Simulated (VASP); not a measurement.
KBr, 2 atoms in the cell. It takes space group Fm-3m (No. 225, cubic). Conventional cell: a = 6.605 Å, b = 6.605 Å, c = 6.605 Å, α = 90.00°, β = 90.00°, γ = 90.00°. K (site symmetry m-3m) has 6 Br at 3.30 Å within 4.3 Å. Br (site symmetry m-3m) has 6 K at 3.30 Å within 4.3 Å. 

```yaml
Program: VASP 6.6.1
Task: single point
Functional: PBE-based screened hybrid with 40 % exact exchange
Potentials_or_basis: VASP PAW PBE potentials, release 64 (K_sv, Br)
Cutoff: 520 eV
k_mesh: 4 × 4 × 4
Occupations: gaussian, width 0.01 eV
Spin: no spin polarisation
Dipole_correction: no
Grid_for_exact_exchange_PRECFOCK: Normal
Share_of_exact_exchange: 0.4
Further_INCAR_settings: ALGO = Normal; EDIFF = 1e-06; NBANDS = 15
Screening_parameter: 0.2078 1/Å
```

Potentials or basis: VASP PAW PBE potentials, release 64 (K_sv, Br).

Command:

```bash
$ cat potpaw_PBE.64/K_sv/POTCAR potpaw_PBE.64/Br/POTCAR > POTCAR
$ cp INCAR.step1 INCAR
$ mpirun -np 1 vasp_std > vasp.out
$ cp INCAR.step2 INCAR
$ mpirun -np 1 vasp_std > vasp.out
```

Hardware: 1 thread of Intel(R) Xeon(R) Platinum 8259CL CPU @ 2.50GHz (Skylake/Cascade Lake), with other jobs on the host.

Problem. Estimate the wall time of this run.

Solution. It took 8.6 min on 1 thread of Intel(R) Xeon(R) Platinum 8259CL CPU @ 2.50GHz (Skylake/Cascade Lake) (shared host), peak memory 0.32 GiB. Counts: k points 8.
